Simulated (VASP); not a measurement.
# Zn (P6_3/mmc) in VASP: further runs

Runs on Zn. Level: LDA. Tasks: single point, relaxation of cell and atoms.

Program: VASP 6.6.1. These are calculated values, not measurements. Logs are shortened: lines on timing, memory, paths and dates and some standing lists are left out, and cuts for length are marked.

### Step 1. The cell of the first run

The structure is hexagonal, space group P6_3/mmc (No. 194). Conventional cell: a = 2.561 Å, b = 2.561 Å, c = 4.784 Å, α = 90.00°, β = 90.00°, γ = 120.00°. Within 3.4 Å of Zn (site symmetry -6m2) lie 12 Zn at 2.56 to 2.81 Å.

### Step 2. Single point, LDA

INCAR

```
ALGO     = Normal         # electronic algorithm
EDIFF    = 1E-7           # SCF threshold, eV
ENCUT    = 520            # plane-wave cutoff, eV
ISIF     = 2              # what is computed and relaxed
ISMEAR   = 0              # smearing method
LASPH    = T              # aspherical terms in the spheres
LCHARG   = T              # write CHGCAR
LELF     = T              # ELF
LREAL    = F              # projectors in reciprocal space
LVHAR    = T            
LWAVE    = F              # write WAVECAR
NBANDS   = 19             # bands
NELM     = 60             # most SCF steps
PREC     = Accurate       # precision mode
SIGMA    = 0.1            # smearing width, eV
```

KPOINTS

```
k-points
0
Gamma
  7 7 4
```

POSCAR

```
Zn
1.0
    2.5612107208      0.0000000000      0.0000000000
   -1.2806053604      2.2180735486      0.0000000000
    0.0000000000      0.0000000000      4.7836749029
Zn
2
Direct
    0.3333333333      0.6666666667      0.2500000000
    0.6666666667      0.3333333333      0.7500000000
```

Potentials or basis: VASP PAW LDA potentials, release 64 (Zn).

Run with:

```console
$ cat potpaw_LDA.64/Zn/POTCAR > POTCAR
$ mpirun -np 1 vasp_std > vasp.out
```

OUTCAR:

```text
EDIFF = 1E-7
   ENCUT = 520
   ISIF = 2
   ISMEAR = 0
   LASPH = T
   LREAL = F
   NELM = 60
   PREC = Accurate

 ion  position               nearest neighbor table
   1  0.333  0.667  0.250-   2 2.81   2 2.81   2 2.81   2 2.81   2 2.81   2 2.81
   2  0.667  0.333  0.750-   1 2.81   1 2.81   1 2.81   1 2.81   1 2.81   1 2.81

  LATTYP: Found a hexagonal cell.
 ALAT       =     2.5612107208
 C/A-ratio  =     1.8677396842

  Lattice vectors:

 A1 = (   2.5612107208,   0.0000000000,   0.0000000000)
 A2 = (  -1.2806053604,   2.2180735486,   0.0000000000)
 A3 = (   0.0000000000,   0.0000000000,   4.7836749029)

Analysis of symmetry for initial positions (statically):
=====================================================================
 Subroutine PRICEL returns:
 Original cell was already a primitive cell.

 Routine SETGRP: Setting up the symmetry group for a
 hexagonal supercell.

 Subroutine GETGRP returns: Found 24 space group operations
 (whereof 12 operations were pure point group operations)
 out of a pool of 24 trial point group operations.

The static configuration has the point symmetry D_3d.
 The point group associated with its full space group is D_6h.

Analysis of symmetry for dynamics (positions and initial velocities):
=====================================================================
 Subroutine PRICEL returns:
 Original cell was already a primitive cell.

 Routine SETGRP: Setting up the symmetry group for a
 hexagonal supercell.

 Subroutine GETGRP returns: Found 24 space group operations
 (whereof 12 operations were pure point group operations)
 out of a pool of 24 trial point group operations.

The dynamic configuration has the point symmetry D_3d.
 The point group associated with its full space group is D_6h.

 Subroutine INISYM returns: Found 24 space group operations
 (whereof 12 operations are pure point group operations),
 and found     1 'primitive' translations

----------------------------------------------------------------------------------------

                                     Primitive cell

  volume of cell :      27.1758

  direct lattice vectors                    reciprocal lattice vectors
     2.561210721  0.000000000  0.000000000     0.390440346  0.225420839  0.000000000
    -1.280605360  2.218073549  0.000000000     0.000000000  0.450841678  0.000000000
     0.000000000  0.000000000  4.783674903     0.000000000  0.000000000  0.209044306

  length of vectors
     2.561210721  2.561210721  4.783674903     0.450841678  0.450841678  0.209044306

  position of ions in fractional coordinates (direct lattice)
     0.333333333  0.666666667  0.250000000
     0.666666667  0.333333333  0.750000000

  ion indices of the primitive-cell ions
   primitive index   ion index
                 1           1
                 2           2

----------------------------------------------------------------------------------------

 KPOINTS: k-points

Automatic generation of k-mesh.
 Grid dimensions read from file:
 generate k-points for:    7    7    4

 Generating k-lattice:

  Cartesian coordinates                     Fractional coordinates (reciprocal lattice)
     0.055777192  0.032202977  0.000000000     0.142857143  0.000000000  0.000000000
     0.000000000  0.064405954  0.000000000     0.000000000  0.142857143  0.000000000
     0.000000000  0.000000000  0.052261076     0.000000000  0.000000000  0.250000000

  Length of vectors
     0.064405954  0.064405954  0.052261076

  Shift w.r.t. Gamma in fractional coordinates (k-lattice)
     0.000000000  0.000000000  0.000000000

 Subroutine IBZKPT returns following result:
 ===========================================

 Found     24 irreducible k-points:

 Following reciprocal coordinates:
            Coordinates               Weight
  0.000000  0.000000  0.000000      1.000000
  0.142857 -0.000000  0.000000      6.000000
  0.285714 -0.000000  0.000000      6.000000
  0.428571 -0.000000  0.000000      6.000000
  0.142857  0.142857  0.000000      6.000000
  0.285714  0.142857  0.000000     12.000000
[... 16 lines left out ...]
  0.428571  0.142857  0.500000      6.000000
  0.285714  0.285714  0.500000      6.000000
   k-points           NKPTS =     24   k-points in BZ     NKDIM =     24   number of bands    NBANDS=     19
   number of dos      NEDOS =    301   number of ions     NIONS =      2
   total plane-waves  NPLWV =  14400
   dimension x,y,z NGX =    20 NGY =   20 NGZ =   36
   dimension x,y,z NGXF=    40 NGYF=   40 NGZF=   72
   ions per type =               2
   NGX,Y,Z   is equivalent  to a cutoff of  12.98, 12.98, 12.51 a.u.
   NGXF,Y,Z  is equivalent  to a cutoff of  25.96, 25.96, 25.02 a.u.
 SYSTEM =  unknown system
   PREC   = accura    normal or accurate (medium, high low for compatibility)
   ISTART =      0    job   : 0-new  1-cont  2-samecut
   ICHARG =      2    charge: 1-file 2-atom 10-const
   ISPIN  =      1    spin polarized calculation?
   LNONCOLLINEAR =      F non collinear calculations
   LSORBIT =      F    spin-orbit coupling
   LASPH  =      T    aspherical Exc in radial PAW
   ENCUT  =  520.0 eV  38.22 Ry    6.18 a.u.   4.76  4.76  8.89*2*pi/ulx,y,z
   NELM   =     60;   NELMIN=  2; NELMDL= -5     # of ELM steps
   EDIFF  = 0.1E-06   stopping-criterion for ELM
   LREAL  =      F    real-space projection
   EDIFFG = 0.1E-05   stopping-criterion for IOM
   NSW    =      0    number of steps for IOM
   IBRION =     -1    ionic relax: 0-MD 1-quasi-New 2-CG
   NFREE  =      0    steps in history (QN), initial steepest desc. (CG)
   ISIF   =      2    stress and relaxation
   ISYM   =      2    0-nonsym 1-usesym 2-fastsym
   POTIM  = 0.5000    time-step for ionic-motion
   TEBEG  =    0.0;   TEEND  =   0.0 temperature during run
   PSTRESS=    0.0 pullay stress
   NELECT =      24.0000    total number of electrons
   NUPDOWN=      -1.0000    fix difference up-down
   EMIN   =  10.00;   EMAX   =-10.00  energy-range for DOS
   EFERMI =   0.00;   METHOD = LEGACY
   ISMEAR =     0;   SIGMA  =   0.10  broadening in eV -4-tet -1-fermi 0-gaus
   EFERMI_NEDOS =   21; number of points for ismear=-14 and -15
   IALGO  =     38    algorithm
   IMIX   =      4    mixing-type and parameters
     AMIX     =   0.40;   BMIX     =  1.00
     AMIX_MAG =   1.60;   BMIX_MAG =  1.00
  volume/ion in A,a.u.               =      13.59        91.70
  Fermi-wavevector in a.u.,A,eV,Ry     =   1.570668  2.968131 33.565526  2.466997
  Thomas-Fermi vector in A             =   2.672367
   LORBIT       =      0    0 simple, 1 ext, 2 COOP (PROOUT), +10 PAW based schemes
   GGA     = CA    functional components
   LHFCALC =     F    Hartree Fock is set to
   AEXX    =    0.0000 exact exchange contribution
   IVDW    =     0    specifies the selected vdW correction
   LEPSILON=     F    determine dielectric tensor
   LRPA    =     F    only Hartree local field effects (RPA)
 non-spin polarized calculation
 Gauss-broadening in eV      SIGMA  =   0.10
  energy-cutoff  :      520.00
  volume of cell :       27.18
 maximum number of plane-waves:       744
 NGX is ok and might be reduce to    20
   NGX =  9   NGY =  9   NGZ = 17

 number of electron      24.0000001 magnetization

 Free energy of the ion-electron system (eV)
  ---------------------------------------------------
  ext. energy  EPLUGINS =         0.00000000
  ---------------------------------------------------
  free energy    TOTEN  =        -3.81945685 eV

  energy without entropy =       -3.81753872  energy(sigma->0) =       -3.81849779

 E-fermi :   3.9064     XC(G=0): -12.4951

 val. band max:        3.8184911495   @ k =   0.2857   0.1429   0.0000
 cond. band min:       3.9823668102   @ k =   0.0000   0.0000   0.2500
 fundamental gap:      0.1638756608
 Fermi energy:         3.9064013198

 k-point     1 :       0.0000    0.0000    0.0000
  band No.  band energies     occupation
      1      -7.6001      2.00000
      2      -5.5077      2.00000
      3      -4.6382      2.00000
      4      -4.3376      2.00000
      5      -4.3376      2.00000
      6      -4.2768      2.00000
[... 11 lines left out ...]
     18      24.1537      0.00000
     19      24.4084      0.00000

 k-point     2 :       0.1429   -0.0000    0.0000
  band No.  band energies     occupation
      1      -6.9544      2.00000
      2      -5.2259      2.00000
      3      -4.5815      2.00000
      4      -4.3990      2.00000
      5      -4.3182      2.00000
      6      -4.1697      2.00000
[... 11 lines left out ...]
     18      21.7217      0.00000
     19      23.1631      0.00000

 k-point     3 :       0.2857   -0.0000    0.0000
  band No.  band energies     occupation
      1      -5.4752      2.00000
      2      -5.0251      2.00000
      3      -4.6389      2.00000
      4      -4.4415      2.00000
      5      -4.2964      2.00000
      6      -4.1618      2.00000
[... 11 lines left out ...]
     18      20.1242      0.00000
     19      21.3953      0.00000

 k-point     4 :       0.4286   -0.0000    0.0000
  band No.  band energies     occupation
      1      -5.2340      2.00000
      2      -5.1443      2.00000
      3      -4.9300      2.00000
      4      -4.3450      2.00000
      5      -4.2019      2.00000
      6      -4.1412      2.00000
[... 11 lines left out ...]
     18      19.3814      0.00000
     19      20.6869      0.00000

 k-point     5 :       0.1429    0.1429    0.0000
  band No.  band energies     occupation
      1      -5.7918      2.00000
      2      -4.8656      2.00000
      3      -4.6433      2.00000
      4      -4.4767      2.00000
      5      -4.4411      2.00000
      6      -4.3085      2.00000
[... 11 lines left out ...]
     18      19.2577      0.00000
     19      20.4969      0.00000
[... 334 lines left out ...]
      2      -4.9693      2.00000
      3      -4.6408      2.00000
      4      -4.6408      2.00000
      5      -4.5001      2.00000
      6      -4.5001      2.00000
[... 11 lines left out ...]
     18      15.0747      0.00000
     19      26.5207      0.00000

 k-point    22 :       0.2857    0.1429    0.5000
  band No.  band energies     occupation
      1      -4.9566      2.00000
      2      -4.9566      2.00000
      3      -4.7195      2.00000
      4      -4.7195      2.00000
      5      -4.1029      2.00000
      6      -4.1029      2.00000
[... 11 lines left out ...]
     18      13.3316      0.00000
     19      22.1046      0.00000

 k-point    23 :       0.4286    0.1429    0.5000
  band No.  band energies     occupation
      1      -5.0444      2.00000
      2      -5.0444      2.00000
      3      -4.7774      2.00000
      4      -4.7774      2.00000
      5      -4.0644      2.00000
      6      -4.0644      2.00000
[... 11 lines left out ...]
     18      15.0525      0.00000
     19      18.7812      0.00000

 k-point    24 :       0.2857    0.2857    0.5000
  band No.  band energies     occupation
      1      -4.7666      2.00000
      2      -4.7666      2.00000
      3      -4.5506      2.00000
      4      -4.5506      2.00000
      5      -4.3108      2.00000
      6      -4.3108      2.00000
[... 11 lines left out ...]
     18      15.4889      0.00000
     19      20.1259      0.00000

------------------------ aborting loop because EDIFF is reached ----------------------------------------

  FORCE on cell =-STRESS in cart. coord.  units (eV):
  Direction    XX          YY          ZZ          XY          YZ          ZX
  --------------------------------------------------------------------------------------
  -------------------------------------------------------------------------------------
  Total        0.1425694      0.1425694      0.0879862      0.0000000      0.0000000      0.0000000
  in kB        8.4053159      8.4053159      5.1873091      0.0000000      0.0000000      0.0000000
  external PRESSURE =       7.3326470 kB  Pullay stress =       0.0000000 kB

 VOLUME and BASIS-vectors are now :
 -----------------------------------------------------------------------------
  energy-cutoff  :      520.00
  volume of cell :       27.18
      direct lattice vectors                 reciprocal lattice vectors
     2.561210721  0.000000000  0.000000000     0.390440346  0.225420839  0.000000000
    -1.280605360  2.218073549  0.000000000     0.000000000  0.450841678  0.000000000
     0.000000000  0.000000000  4.783674903     0.000000000  0.000000000  0.209044306

 POSITION                                       TOTAL-FORCE (eV/Angst)
 -----------------------------------------------------------------------------------
     -0.00000      1.47872      1.19592        -0.000000     -0.000000      0.000000
      1.28061      0.73936      3.58776         0.000000      0.000000      0.000000
 -----------------------------------------------------------------------------------
    total drift:                               -0.000000      0.000000      0.000000

  FREE ENERGIE OF THE ION-ELECTRON SYSTEM (eV)
  ---------------------------------------------------
  free  energy   TOTEN  =        -3.8194568493 eV

  energy  without entropy=       -3.8175387233  energy(sigma->0) =       -3.81849779
```

Wall time 6 s (1 thread of Intel Xeon Platinum 8375C at 2.90GHz (Ice Lake), shared host); peak memory 0.13 GiB.

What came out:

- Free energy: -3.8195 eV
- Pressure: 0.7 GPa
- Band gap on the k mesh: zero (bands 12 and 13 overlap by 4.61 eV)

Stress tensor (GPa, compression positive):
```
0.84 0.00 0.00
0.00 0.84 0.00
0.00 0.00 0.52
```

Caveat: the k points lie up to 0.40 Å⁻¹ apart, too coarse for converged energies and pressures of a metal.

### Step 3. Relaxation of cell and atoms, LDA

This run uses another cell than the first one, of 15.33 Å³/atom.

INCAR

```
SYSTEM = Zn
ALGO = Normal ; EDIFF = 1E-7
EDIFFG = -0.01 ; ENCUT = 600
IBRION = 2 ; ISIF = 3
ISMEAR = 0 ; LASPH = .TRUE.
LCHARG = .FALSE. ; LREAL = .FALSE.
LWAVE = .FALSE. ; NELM = 80
NSW = 80 ; PREC = Accurate
SIGMA = 0.1
```

KPOINTS

```
k-points
0
G
  7 7 4
  0 0 0
```

POSCAR

```
Zn
1.0
    2.6700000000      0.0000000000      0.0000000000
   -1.3350000000      2.3122880000      0.0000000000
    0.0000000000      0.0000000000      4.9660000000
Zn
2
Direct
    0.3333333333      0.6666666667      0.2500000000
    0.6666666667      0.3333333333      0.7500000000
```

Potentials or basis: VASP PAW LDA potentials, release 64 (Zn).

Run with:

```console
$ cat potpaw_LDA.64/Zn/POTCAR > POTCAR
$ mpirun -np 1 vasp_std > vasp.out
```

Wall time 35 s (1 thread of Intel Xeon Platinum 8375C at 2.90GHz (Ice Lake), shared host); peak memory 0.15 GiB.

Results (log left out):

| Item | Value |
| --- | --- |
| Free energy | -3.8211 eV |
| Relaxed volume | 13.67 Å³/atom |
| Relaxed cell | a = 2.567 Å, b = 2.567 Å, c = 4.792 Å, α = 90.00°, β = 90.00°, γ = 120.00° |
| Space group after relaxing (to 0.1 Å) | P6_3/mmc (No. 194) |
| Energy gained by relaxing | 53.8 meV/atom |
| Ionic steps | 8 |
| Pressure after relaxing | 0.0 GPa |
| Band gap on the k mesh | zero (bands 12 and 13 overlap by 4.60 eV) |

The path:
```tsv
step	energy change (eV)	largest force (eV/Å)	pressure (GPa)	volume (Å³)
1	0.0000	0.0000	-9.14	30.66
2	-0.1021	0.0000	2.09	26.94
3	-0.1061	0.0000	-0.14	27.47
4	-0.1060	0.0000	-0.43	27.53
5	-0.1074	0.0000	-0.29	27.44
6	-0.1076	0.0000	-0.21	27.39
7	-0.1076	0.0000	0.11	27.31
8	-0.1076	0.0000	0.00	27.34
```

Final structure:
```
Zn
1.0
     2.56676    0.00000    0.00000
    -1.28338    2.22288    0.00000
     0.00000    0.00000    4.79163
Zn
2
Direct
  0.33333 0.66667 0.25000
  0.66667 0.33333 0.75000
```

Levels at points of the mesh, in eV from the Fermi level:
```tsv
k point	band 8	band 9	band 10	band 11	band 12	band 13	band 14	band 15	band 16
(0.00, 0.00, 0.00)	-7.76	-7.76	-7.51	-7.51	-4.36	-3.23	14.16	18.12	18.70
(0.00, 0.00, 0.50)	-8.22	-7.61	-7.61	-7.61	-7.61	4.65	4.65	20.10	20.10
```

Caveat: the k points lie up to 0.40 Å⁻¹ apart in the final cell, too coarse for converged energies and pressures of a metal. Zero-point motion and thermal expansion aren't in these numbers.
